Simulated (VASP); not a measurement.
A run of VASP 6.6.1 is set up as follows.

File POSCAR:

```
BN
1.0
    0.0000000000      3.3394821895      2.1688319106
    1.2538424675      0.0000000000      2.1688319106
    1.2538424675      3.3394821895      0.0000000000
B N
1 1
Direct
    0.0001068737      0.0001068737      0.9998931263
    0.6665931163      0.6665931163      0.3334068837
```

INCAR.step1

```
ALGO = Normal ; EDIFF = 1E-6
ENCUT = 520 ; GGA = PE
ISIF = 2 ; ISMEAR = 0
IVDW = 12 ; LASPH = True
LCHARG = True ; LREAL = False
LWAVE = False ; NBANDS = 11
NELM = 80 ; PREC = Accurate
SIGMA = 0.02
```

Contents of KPOINTS.step1:

```
k-points
0
Gamma
  12 12 12
```

File INCAR.step2:

```
ALGO = Normal ; EDIFF = 1E-6
ENCUT = 520 ; GGA = PE
ICHARG = 11 ; ISIF = 2
ISMEAR = -5 ; IVDW = 12
LASPH = True ; LCHARG = False
LORBIT = 11 ; LREAL = False
LWAVE = False ; NEDOS = 2001
NELM = 80 ; PREC = Accurate
SIGMA = 0.02
```

The input KPOINTS.step2:

```
k-points
0
Gamma
  18 18 18
```

Potentials or basis: VASP PAW PBE potentials, release 64 (B, N).

Launch:

```bash
$ cat potpaw_PBE.64/B/POTCAR potpaw_PBE.64/N/POTCAR > POTCAR
$ cp INCAR.step1 INCAR
$ cp KPOINTS.step1 KPOINTS
$ mpirun -np 1 vasp_std > vasp.out
$ cp INCAR.step2 INCAR
$ cp KPOINTS.step2 KPOINTS
$ mpirun -np 1 vasp_std > vasp.out
```

(1) What does it give for the dispersion energy per atom?

## Answers

(1) -0.140 eV.
